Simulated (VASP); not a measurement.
# NaSc (P-6m2) in VASP: further runs

Runs on NaSc. Level: PBE. Tasks: single point, relaxation of cell and atoms.

All numbers are computed with VASP 6.6.1; they aren't measurements. Logs are shortened: lines on timing, memory, paths and dates and some standing lists are left out, and cuts for length are marked.

### 1 The cell of the first run

The structure is hexagonal, space group P-6m2 (No. 187). The conventional cell has a = 3.262 Å, b = 3.262 Å, c = 6.098 Å, α = 90.00°, β = 90.00°, γ = 120.00°. Within 4.3 Å of Na (site symmetry -6m2) lie 6 Na at 3.26 Å and 6 Sc at 3.58 Å. Sc (site symmetry -6m2) has 6 Sc at 3.26 Å and 6 Na at 3.58 Å within 4.3 Å.

### 2 Single point, PBE

Contents of INCAR:

```
SYSTEM = NaSc
ALGO = Normal
EDIFF = 1E-6
ENCUT = 520
GGA = PE
ISIF = 2
ISMEAR = 0
LASPH = .TRUE.
LCHARG = .FALSE.
LREAL = .FALSE.
LWAVE = .FALSE.
NBANDS = 16
NELM = 100
PREC = Accurate
SIGMA = 0.1
```

Contents of KPOINTS:

```
k-points
0
G
  18 18 10
  0 0 0
```

Contents of POSCAR:

```
NaSc
1.0
    3.2619282432      0.0000000000      0.0000000000
   -1.6309641216      2.8249127239      0.0000000000
    0.0000000000      0.0000000000      6.0977062829
Na Sc
1 1
Direct
    0.0000000000      0.0000000000      0.5000000000
    0.3333333333      0.6666666667      0.0000000000
```

Potentials or basis: VASP PAW PBE potentials, release 64 (Na_pv, Sc_sv).

Run with:

```bash
> cat potpaw_PBE.64/Na_pv/POTCAR potpaw_PBE.64/Sc_sv/POTCAR > POTCAR
> mpirun -np 1 vasp_std > vasp.out
```

OUTCAR:

```text
SYSTEM = NaSc
   EDIFF = 1E-6
   ENCUT = 520
   GGA = PE
   ISIF = 2
   ISMEAR = 0
   LASPH = .TRUE.
   LREAL = .FALSE.
   NELM = 100
   PREC = Accurate

 ion  position               nearest neighbor table
   1  0.000  0.000  0.500-
   2  0.333  0.667  0.000-

  LATTYP: Found a hexagonal cell.
 ALAT       =     3.2619282432
 C/A-ratio  =     1.8693563525

  Lattice vectors:

 A1 = (   3.2619282432,   0.0000000000,   0.0000000000)
 A2 = (  -1.6309641216,   2.8249127239,   0.0000000000)
 A3 = (   0.0000000000,   0.0000000000,   6.0977062829)

Analysis of symmetry for initial positions (statically):
=====================================================================
 Subroutine PRICEL returns:
 Original cell was already a primitive cell.

 Routine SETGRP: Setting up the symmetry group for a
 hexagonal supercell.

 Subroutine GETGRP returns: Found 12 space group operations
 (whereof 12 operations were pure point group operations)
 out of a pool of 24 trial point group operations.

The static configuration has the point symmetry D_3h.

Analysis of symmetry for dynamics (positions and initial velocities):
=====================================================================
 Subroutine PRICEL returns:
 Original cell was already a primitive cell.

 Routine SETGRP: Setting up the symmetry group for a
 hexagonal supercell.

 Subroutine GETGRP returns: Found 12 space group operations
 (whereof 12 operations were pure point group operations)
 out of a pool of 24 trial point group operations.

The dynamic configuration has the point symmetry D_3h.

 Subroutine INISYM returns: Found 12 space group operations
 (whereof 12 operations are pure point group operations),
 and found     1 'primitive' translations

----------------------------------------------------------------------------------------

                                     Primitive cell

  volume of cell :      56.1883

  direct lattice vectors                    reciprocal lattice vectors
     3.261928243  0.000000000  0.000000000     0.306567136  0.176996619  0.000000000
    -1.630964122  2.824912724  0.000000000     0.000000000  0.353993237  0.000000000
     0.000000000  0.000000000  6.097706283     0.000000000  0.000000000  0.163996092

  length of vectors
     3.261928243  3.261928243  6.097706283     0.353993237  0.353993237  0.163996092

  position of ions in fractional coordinates (direct lattice)
     0.000000000  0.000000000  0.500000000
     0.333333333  0.666666667  0.000000000

  ion indices of the primitive-cell ions
[... 75 lines left out ...]
   EDIFF  = 0.1E-05   stopping-criterion for ELM
   LREAL  =      F    real-space projection
   EDIFFG = 0.1E-04   stopping-criterion for IOM
   NSW    =      0    number of steps for IOM
   IBRION =     -1    ionic relax: 0-MD 1-quasi-New 2-CG
   NFREE  =      0    steps in history (QN), initial steepest desc. (CG)
   ISIF   =      2    stress and relaxation
   ISYM   =      2    0-nonsym 1-usesym 2-fastsym
   POTIM  = 0.5000    time-step for ionic-motion
   TEBEG  =    0.0;   TEEND  =   0.0 temperature during run
   PSTRESS=    0.0 pullay stress
   NELECT =      18.0000    total number of electrons
   NUPDOWN=      -1.0000    fix difference up-down
   EMIN   =  10.00;   EMAX   =-10.00  energy-range for DOS
   EFERMI =   0.00;   METHOD = LEGACY
   ISMEAR =     0;   SIGMA  =   0.10  broadening in eV -4-tet -1-fermi 0-gaus
   EFERMI_NEDOS =   21; number of points for ismear=-14 and -15
   IALGO  =     38    algorithm
   IMIX   =      4    mixing-type and parameters
     AMIX     =   0.40;   BMIX     =  1.00
     AMIX_MAG =   1.60;   BMIX_MAG =  1.00
  volume/ion in A,a.u.               =      28.09       189.59
  Fermi-wavevector in a.u.,A,eV,Ry     =   1.120169  2.116813 17.072310  1.254779
  Thomas-Fermi vector in A             =   2.256814
   LORBIT       =      0    0 simple, 1 ext, 2 COOP (PROOUT), +10 PAW based schemes
   GGA     = PE    functional components
   LHFCALC =     F    Hartree Fock is set to
   AEXX    =    0.0000 exact exchange contribution
   IVDW    =     0    specifies the selected vdW correction
   LEPSILON=     F    determine dielectric tensor
   LRPA    =     F    only Hartree local field effects (RPA)
 non-spin polarized calculation
 Gauss-broadening in eV      SIGMA  =   0.10
  energy-cutoff  :      520.00
  volume of cell :       56.19
 maximum number of plane-waves:      1554
   NGX = 13   NGY = 13   NGZ = 23

 number of electron      17.9999992 magnetization

 Free energy of the ion-electron system (eV)
  ---------------------------------------------------
  ext. energy  EPLUGINS =         0.00000000
  ---------------------------------------------------
  free energy    TOTEN  =        -6.86071559 eV

  energy without entropy =       -6.84455900  energy(sigma->0) =       -6.85263729

 E-fermi :   2.0367     XC(G=0):  -8.3281

 val. band max:        2.0346994751   @ k =   0.1667   0.0556   0.1000
 cond. band min:       2.0395371800   @ k =   0.3333   0.3333   0.0000
 fundamental gap:      0.0048377049
 Fermi energy:         2.0366513311

 k-point     1 :       0.0000    0.0000    0.0000
  band No.  band energies     occupation
      1     -47.9299      2.00000
      2     -26.5966      2.00000
      3     -26.3676      2.00000
      4     -26.3676      2.00000
      5     -22.2121      2.00000
      6     -22.2121      2.00000
[... 433 lines left out ...]
      3     -26.5537      2.00000
      4     -26.4564      2.00000
      5     -22.3113      2.00000
      6     -22.2433      2.00000
[... 8 lines left out ...]
     15       6.3382      0.00000
     16       7.1674      0.00000

 [... further k-points ...]

------------------------ aborting loop because EDIFF is reached ----------------------------------------

  FORCE on cell =-STRESS in cart. coord.  units (eV):
  Direction    XX          YY          ZZ          XY          YZ          ZX
  --------------------------------------------------------------------------------------
  -------------------------------------------------------------------------------------
  Total        0.0031041      0.0031041      0.0063037      0.0000000     -0.0000000      0.0000000
  in kB        0.0885121      0.0885121      0.1797477      0.0000000     -0.0000000      0.0000000
  external PRESSURE =       0.1189240 kB  Pullay stress =       0.0000000 kB

 VOLUME and BASIS-vectors are now :
 -----------------------------------------------------------------------------
  energy-cutoff  :      520.00
  volume of cell :       56.19
      direct lattice vectors                 reciprocal lattice vectors
     3.261928243  0.000000000  0.000000000     0.306567136  0.176996619  0.000000000
    -1.630964122  2.824912724  0.000000000     0.000000000  0.353993237  0.000000000
     0.000000000  0.000000000  6.097706283     0.000000000  0.000000000  0.163996092

 POSITION                                       TOTAL-FORCE (eV/Angst)
 -----------------------------------------------------------------------------------
      0.00000      0.00000      3.04885         0.000000      0.000000      0.000000
     -0.00000      1.88328      0.00000        -0.000000     -0.000000      0.000000
 -----------------------------------------------------------------------------------
    total drift:                                0.000000     -0.000000     -0.000000

  FREE ENERGIE OF THE ION-ELECTRON SYSTEM (eV)
  ---------------------------------------------------
  free  energy   TOTEN  =        -6.8607155922 eV

  energy  without entropy=       -6.8445589968  energy(sigma->0) =       -6.85263729
```

Wall time 49 s (1 thread of Intel Xeon 6975P-C (Granite Rapids), shared host); peak memory 0.32 GiB.

What came out:

| Property | Result |
| --- | --- |
| Free energy | -6.8607 eV |
| Pressure | 0.0 GPa |
| Band gap on the k mesh | zero (band 9 reaches 2.19 eV, above the bottom of band 10 at 1.73 eV) |

Levels at points of the mesh, in eV from the Fermi level:
```tsv
k point	band 5	band 6	band 7	band 8	band 9	band 10	band 11	band 12	band 13	band 14
(0.00, 0.00, 0.00)	-24.25	-24.25	-24.24	-4.45	-1.19	-0.31	1.40	1.40	2.62	2.62
(0.50, 0.00, 0.00)	-24.35	-24.27	-24.22	-1.15	-0.17	0.33	0.69	2.18	3.45	3.99
(0.00, 0.00, 0.50)	-24.25	-24.25	-24.24	-3.85	-2.75	0.25	1.40	1.40	2.62	2.62
(0.50, 0.00, 0.50)	-24.35	-24.27	-24.22	-1.04	-0.49	0.86	1.38	1.65	2.17	3.45
```

### 3 Relaxation of cell and atoms, PBE

This run uses another cell than the first one, of 27.84 Å³/atom, 0.991 times its volume.

Contents of INCAR:

```
SYSTEM = NaSc
PREC     = Accurate       ! precision mode
ENCUT    = 600            ! plane-wave cutoff, eV
EDIFF    = 1E-7           ! SCF threshold, eV
ISMEAR   = 0              ! smearing method
SIGMA    = 0.1            ! smearing width, eV
LREAL    = .False.        ! projectors in reciprocal space
LASPH    = .True.         ! aspherical terms in the spheres
NELM     = 100            ! most SCF steps
ALGO     = Normal         ! electronic algorithm
ISIF     = 3              ! what is computed and relaxed
LWAVE    = .False.        ! write WAVECAR
LCHARG   = .False.        ! write CHGCAR
GGA      = PE             ! functional
IBRION   = 2              ! ionic algorithm
NSW      = 100            ! ionic steps
EDIFFG   = -0.01          ! ionic threshold
```

Contents of KPOINTS:

```
regular mesh
0
Gamma
  18 18 10
  0 0 0
```

Contents of POSCAR:

```
NaSc
1.0
    3.2557292720      0.0000000000      0.0000000000
   -1.6278646360      2.8195442574      0.0000000000
    0.0000000000      0.0000000000      6.0645141420
Na Sc
1 1
Direct
    0.0000000000      0.0000000000      0.5000000000
    0.3333333333      0.6666666667      0.0000000000
```

Potentials or basis: VASP PAW PBE potentials, release 64 (Na_pv, Sc_sv).

Run with:

```bash
> cat potpaw_PBE.64/Na_pv/POTCAR potpaw_PBE.64/Sc_sv/POTCAR > POTCAR
> mpirun -np 1 vasp_std > vasp.out
```

OUTCAR:

```text
SYSTEM = NaSc
   PREC = Accurate
   ENCUT = 600
   EDIFF = 1E-7
   ISMEAR = 0
   LREAL = .False.
   LASPH = .True.
   NELM = 100
   ISIF = 3
   GGA = PE
   IBRION = 2
   NSW = 100
   EDIFFG = -0.01

 ion  position               nearest neighbor table
   1  0.000  0.000  0.500-
   2  0.333  0.667  0.000-

  LATTYP: Found a hexagonal cell.
 ALAT       =     3.2557292720
 C/A-ratio  =     1.8627206488

  Lattice vectors:

 A1 = (   3.2557292720,   0.0000000000,   0.0000000000)
 A2 = (  -1.6278646360,   2.8195442574,   0.0000000000)
 A3 = (   0.0000000000,   0.0000000000,   6.0645141420)

Analysis of symmetry for initial positions (statically):
=====================================================================
 Subroutine PRICEL returns:
 Original cell was already a primitive cell.

 Routine SETGRP: Setting up the symmetry group for a
 hexagonal supercell.

 Subroutine GETGRP returns: Found 12 space group operations
 (whereof 12 operations were pure point group operations)
 out of a pool of 24 trial point group operations.

The static configuration has the point symmetry D_3h.

Analysis of symmetry for dynamics (positions and initial velocities):
=====================================================================
 Subroutine PRICEL returns:
 Original cell was already a primitive cell.

 Routine SETGRP: Setting up the symmetry group for a
 hexagonal supercell.

 Subroutine GETGRP returns: Found 12 space group operations
 (whereof 12 operations were pure point group operations)
 out of a pool of 24 trial point group operations.

The dynamic configuration has the point symmetry D_3h.

 Subroutine INISYM returns: Found 12 space group operations
 (whereof 12 operations are pure point group operations),
 and found     1 'primitive' translations

----------------------------------------------------------------------------------------

                                     Primitive cell

  volume of cell :      55.6703

  direct lattice vectors                    reciprocal lattice vectors
     3.255729272  0.000000000  0.000000000     0.307150846  0.177333624  0.000000000
    -1.627864636  2.819544257  0.000000000     0.000000000  0.354667247  0.000000000
     0.000000000  0.000000000  6.064514142     0.000000000  0.000000000  0.164893671

  length of vectors
     3.255729272  3.255729272  6.064514142     0.354667247  0.354667247  0.164893671

  position of ions in fractional coordinates (direct lattice)
     0.000000000  0.000000000  0.500000000
     0.333333333  0.666666667  0.000000000

  ion indices of the primitive-cell ions
   primitive index   ion index
                 1           1
                 2           2

----------------------------------------------------------------------------------------

 KPOINTS: regular mesh

Automatic generation of k-mesh.
 Grid dimensions read from file:
 generate k-points for:   18   18   10

 Generating k-lattice:

[... 49 lines left out ...]
   NGX,Y,Z   is equivalent  to a cutoff of  14.30, 14.30, 13.16 a.u.
   NGXF,Y,Z  is equivalent  to a cutoff of  28.60, 28.60, 26.32 a.u.
 SYSTEM =  NaSc
   PREC   = accura    normal or accurate (medium, high low for compatibility)
   ISTART =      0    job   : 0-new  1-cont  2-samecut
   ICHARG =      2    charge: 1-file 2-atom 10-const
   ISPIN  =      1    spin polarized calculation?
   LNONCOLLINEAR =      F non collinear calculations
   LSORBIT =      F    spin-orbit coupling
   LASPH  =      T    aspherical Exc in radial PAW
   ENCUT  =  600.0 eV  44.10 Ry    6.64 a.u.   6.50  6.50 12.11*2*pi/ulx,y,z
   NELM   =    100;   NELMIN=  2; NELMDL= -5     # of ELM steps
   EDIFF  = 0.1E-06   stopping-criterion for ELM
   LREAL  =      F    real-space projection
   EDIFFG = -.1E-01   stopping-criterion for IOM
   NSW    =    100    number of steps for IOM
   IBRION =      2    ionic relax: 0-MD 1-quasi-New 2-CG
   NFREE  =      1    steps in history (QN), initial steepest desc. (CG)
   ISIF   =      3    stress and relaxation
   ISYM   =      2    0-nonsym 1-usesym 2-fastsym
   POTIM  = 0.5000    time-step for ionic-motion
   TEBEG  =    0.0;   TEEND  =   0.0 temperature during run
   PSTRESS=    0.0 pullay stress
   NELECT =      18.0000    total number of electrons
   NUPDOWN=      -1.0000    fix difference up-down
   EMIN   =  10.00;   EMAX   =-10.00  energy-range for DOS
   EFERMI =   0.00;   METHOD = LEGACY
   ISMEAR =     0;   SIGMA  =   0.10  broadening in eV -4-tet -1-fermi 0-gaus
   EFERMI_NEDOS =   21; number of points for ismear=-14 and -15
   IALGO  =     38    algorithm
   IMIX   =      4    mixing-type and parameters
     AMIX     =   0.40;   BMIX     =  1.00
     AMIX_MAG =   1.60;   BMIX_MAG =  1.00
  volume/ion in A,a.u.               =      27.84       187.84
  Fermi-wavevector in a.u.,A,eV,Ry     =   1.123633  2.123359 17.178059  1.262552
  Thomas-Fermi vector in A             =   2.260301
   LORBIT       =      0    0 simple, 1 ext, 2 COOP (PROOUT), +10 PAW based schemes
   GGA     = PE    functional components
   LHFCALC =     F    Hartree Fock is set to
   AEXX    =    0.0000 exact exchange contribution
   IVDW    =     0    specifies the selected vdW correction
   LEPSILON=     F    determine dielectric tensor
   LRPA    =     F    only Hartree local field effects (RPA)
 conjugate gradient relaxation of ions
 non-spin polarized calculation
 Gauss-broadening in eV      SIGMA  =   0.10
  energy-cutoff  :      600.00
  volume of cell :       55.67
 maximum number of plane-waves:      1908
 NGX is ok and might be reduce to    28
   NGX = 13   NGY = 13   NGZ = 25

--------------------------------------- Ionic step        1  -------------------------------------------

 number of electron      18.0000001 magnetization

 Free energy of the ion-electron system (eV)
  ---------------------------------------------------
  ext. energy  EPLUGINS =         0.00000000
  ---------------------------------------------------
  free energy    TOTEN  =        -6.86022047 eV

  energy without entropy =       -6.84424167  energy(sigma->0) =       -6.85223107

------------------------ aborting loop because EDIFF is reached ----------------------------------------

  FORCE on cell =-STRESS in cart. coord.  units (eV):
  Direction    XX          YY          ZZ          XY          YZ          ZX
  --------------------------------------------------------------------------------------
  -------------------------------------------------------------------------------------
  Total        0.0711362      0.0711362      0.1179174      0.0000000      0.0000000      0.0000000
  in kB        2.0472826      2.0472826      3.3936356      0.0000000      0.0000000      0.0000000
  external PRESSURE =       2.4960669 kB  Pullay stress =       0.0000000 kB
[... 59 lines left out ...]
--------------------------------------- Ionic step        3  -------------------------------------------

 number of electron      18.0000005 magnetization

 Free energy of the ion-electron system (eV)
  ---------------------------------------------------
  ext. energy  EPLUGINS =         0.00000000
  ---------------------------------------------------
  free energy    TOTEN  =        -6.86070628 eV

  energy without entropy =       -6.84447969  energy(sigma->0) =       -6.85259298

 E-fermi :   2.0292     XC(G=0):  -8.3228

 val. band max:        2.0265159468   @ k =   0.2778   0.2778   0.3000
 cond. band min:       2.0295862660   @ k =   0.3333   0.3333   0.0000
 fundamental gap:      0.0030703192
 Fermi energy:         2.0292371951

 k-point     1 :       0.0000    0.0000    0.0000
  band No.  band energies     occupation
      1     -47.9432      2.00000
      2     -26.6107      2.00000
      3     -26.3824      2.00000
      4     -26.3824      2.00000
      5     -22.2175      2.00000
      6     -22.2175      2.00000
      7     -22.2054      2.00000
      8      -2.4150      2.00000
      9       0.8459      2.00000
     10       1.7239      1.99998
     11       3.4285      0.00000
     12       3.4285      0.00000
     13       4.6425      0.00000
[... 354 lines left out ...]
  band No.  band energies     occupation
      1     -47.9048      2.00000
      2     -26.6552      2.00000
      3     -26.5683      2.00000
      4     -26.4702      2.00000
      5     -22.3157      2.00000
      6     -22.2483      2.00000
      7     -22.1893      2.00000
      8       0.9340      2.00000
      9       1.9576      1.68908
     10       2.1225      0.18716
     11       2.9441      0.00000
     12       3.9027      0.00000
     13       5.3346      0.00000

 [... further k-points ...]

------------------------ aborting loop because EDIFF is reached ----------------------------------------

  FORCE on cell =-STRESS in cart. coord.  units (eV):
  Direction    XX          YY          ZZ          XY          YZ          ZX
  --------------------------------------------------------------------------------------
  -------------------------------------------------------------------------------------
  Total       -0.0168365     -0.0168365      0.0139970      0.0000000     -0.0000000      0.0000000
  in kB       -0.4792844     -0.4792844      0.3984517      0.0000000     -0.0000000      0.0000000
  external PRESSURE =      -0.1867057 kB  Pullay stress =       0.0000000 kB
[... 17 lines left out ...]
  FREE ENERGIE OF THE ION-ELECTRON SYSTEM (eV)
  ---------------------------------------------------
  free  energy   TOTEN  =        -6.8607062824 eV

  energy  without entropy=       -6.8444796860  energy(sigma->0) =       -6.85259298

 reached required accuracy - stopping structural energy minimisation
```

Wall time 2.3 min (1 thread of Intel Xeon 6975P-C (Granite Rapids), shared host); peak memory 0.36 GiB.

What came out:

```
Free energy                            : -6.8607 eV
Relaxed volume                         : 28.14 Å³/atom
Relaxed cell                           : a = 3.265 Å, b = 3.265 Å, c = 6.095 Å, α = 90.00°, β = 90.00°, γ = 120.00°
Space group after relaxing (to 0.05 Å) : P-6m2 (No. 187)
Energy gained by relaxing              : 0.2 meV/atom
Ionic steps                            : 3
Pressure after relaxing                : 0.0 GPa
Band gap on the k mesh                 : zero (band 9 reaches 2.18 eV, above the bottom of band 10 at 1.72 eV)
```

Stress tensor (GPa, compression positive):
```
-0.05  0.00  0.00
 0.00 -0.05  0.00
 0.00  0.00  0.04
```

The path:
```tsv
step	energy change (eV)	largest force (eV/Å)	pressure (GPa)	volume (Å³)
1	0.0000	0.0000	0.25	55.67
2	-0.0004	0.0000	0.10	56.02
3	-0.0005	0.0000	-0.02	56.28
```

Final structure:
```
Na Sc
1.0
     3.26547    0.00000    0.00000
    -1.63274    2.82798    0.00000
     0.00000    0.00000    6.09460
Na Sc
1 1
Direct
  0.00000 0.00000 0.50000
  0.33333 0.66667 0.00000
```

(Continued in part 2 of 2.)
